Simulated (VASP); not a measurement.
A run of VASP 6.6.1:

INCAR

```
SYSTEM = CO
PREC = Accurate ; ENCUT = 1000
EDIFF = 1E-6 ; ISMEAR = -1
SIGMA = 0.02 ; LREAL = Auto
LASPH = .TRUE. ; NELM = 120
ALGO = Normal ; ISIF = 2
LWAVE = .FALSE. ; LCHARG = .FALSE.
GGA = PE ; IVDW = 12
NBANDS = 66 ; GGA_COMPAT = .FALSE.
```

KPOINTS

```
regular mesh
0
G
  1 1 1
  0 0 0
```

Contents of POSCAR:

```
CO
1.0
    9.1017270000      0.0000000000      0.0000000000
    0.0000000000      9.1017270000      0.0000000000
    0.0000000000      0.0000000000      9.1017270000
O C
10 10
Direct
    0.1865030669      0.1194059105      0.1438957684
    0.8147904238      0.2990860965      0.8786024894
    0.7164025025      0.6555898677      0.6667086367
    0.7226101156     -0.0254567073      0.5559494368
    0.7107222618      0.7966070615      0.0149971538
    0.3369140823      0.4423775839      0.9294609693
    0.0635923270      0.1913702751      0.6089283935
    0.2101798922      0.4988174222      0.5626075139
    0.7965741007      0.4256225220      0.2354937695
    0.2760684868      0.9158481682      0.5268670440
    0.0861594728      0.0472437813      0.1431376705
    0.8227889059      0.2018627893      0.9587960615
    0.6200691363      0.6063794267      0.6083131256
    0.7284221994     -0.0598347984      0.4354118729
    0.6209590773      0.8567385069     -0.0512649962
    0.4588799466      0.4489697395      0.9025869486
   -0.0135029319      0.2172554725      0.5135179291
    0.2073672392      0.5535433001      0.4539028692
    0.7468362872      0.5254826914      0.2921093986
    0.3872342029      0.8873700563      0.4762392895
```

Potentials or basis: VASP PAW PBE potentials, release 64 (O_h, C_h).

Run with:

```sh
$ cat potpaw_PBE.64/O_h/POTCAR potpaw_PBE.64/C_h/POTCAR > POTCAR
$ mpirun -np 1 vasp_gam > vasp.out
```

Hardware: 1 thread of Intel(R) Xeon(R) Platinum 8375C CPU @ 2.90GHz (Ice Lake) (shared host).

How long does it take, and how much memory?

Run time: 4.5 min on 1 thread of Intel(R) Xeon(R) Platinum 8375C CPU @ 2.90GHz (Ice Lake) (shared host), peak memory 1.4 GiB. Counts: scf iterations 17, k points 1.
